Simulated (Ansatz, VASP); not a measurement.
# Two plane-wave programs on GeW

```xyz
2
Lattice="3.1372 0.0000 0.0000 0.0000 3.1372 0.0000 0.0000 0.0000 3.1372" Properties=species:S:1:pos:R:3 pbc="T T T"
Ge    1.5686    1.5686    1.5686
W     0.0000    0.0000    0.0000
```

Change from the starting cell: species swapped into the ZrIr type (Pm-3m, No. 221).

Alike in both runs: functional PBE; k mesh 6 × 6 × 6; occupations gaussian, width 0.2 eV; no spin polarisation.

Ansatz relaxed the structure, and its values are those at the end. VASP's run is a single point on that final structure, the one shown.

|  | VASP | Ansatz |
| --- | --- | --- |
| version | VASP 6.6.1 | Ansatz 0.2.0 |
| potentials or method | VASP PAW PBE potentials, release 64 (Ge_d, W_sv), cutoff 500 eV | scalar-relativistic, plane waves, PAW |
| valence electrons in the cell | 28 | 28 |

```tsv
	VASP	Ansatz	Ansatz less VASP
gap on the k mesh at the Fermi level (eV)	none	none	-
pressure (GPa)	0.2	0.0	-0.27
```

A gap of «none» marks a metal or a gap that the smearing closes.

Neither program's run includes spin-orbit coupling.
